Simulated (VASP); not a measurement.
Runs of VASP 6.6.1 on Hg. The structure is that of space group P6_3/mmc (No. 194), or close to it. The cells are those of the table. 

```tsv
cell	further INCAR settings	gap on the mesh (eV)	pressure (GPa)
a = 3.408, b = 3.408, c = 5.286 Å, angles 90.0, 90.0, 120.0°, 2 atoms	ALGO = Fast; EDIFF = 1e-06; NBANDS = 19	none	(a)
a = 3.352, b = 3.352, c = 5.603 Å, angles 90.0, 90.0, 120.0°, 2 atoms	ALGO = Fast; EDIFF = 1e-07; NBANDS = 19	none	-0.7
a = 3.408, b = 3.408, c = 5.445 Å, angles 90.0, 90.0, 120.0°, 2 atoms	ALGO = Fast; EDIFF = 1e-07; NBANDS = 19	none	-0.7
a = 3.464, b = 3.464, c = 5.286 Å, angles 90.0, 90.0, 120.0°, 2 atoms	ALGO = Fast; EDIFF = 1e-07; NBANDS = 19	none	-0.7
a = 3.408, b = 3.408, c = 5.603 Å, angles 90.0, 90.0, 120.0°, 2 atoms	ALGO = Fast; EDIFF = 1e-06; NBANDS = 19	none	-1.0
a = 3.352, b = 3.352, c = 5.445 Å, angles 90.0, 90.0, 120.0°, 2 atoms	ALGO = Fast; EDIFF = 1e-06; NBANDS = 19	none	-0.3
a = 3.240, b = 3.241, c = 5.762 Å, angles 90.0, 90.0, 120.0°, 2 atoms	ALGO = Fast; EDIFF = 1e-06; NBANDS = 19	none	-0.2
a = 3.464, b = 3.464, c = 5.128 Å, angles 90.0, 90.0, 120.0°, 2 atoms	ALGO = Fast; EDIFF = 1e-07; NBANDS = 19	none	-0.3
```

Alike in all rows: task single point; level PBE+D3(BJ); potentials or basis VASP PAW PBE potentials, release 64 (Hg); no spin polarisation; k mesh 15 × 15 × 8; cutoff (eV) 520; smearing gaussian 0.15 eV.

Question: Fill in the values left out.

Answer: (a) -0.4.

Caveats: spin-orbit coupling is left out, which moves the levels of the heavy elements; pairwise dispersion overbinds metals, which lowers pressure and volume.

A k mesh can miss the band edges, and the runs leave out spin-orbit coupling on Hg.

A gap of «none» marks levels without a gap at the run's occupations.
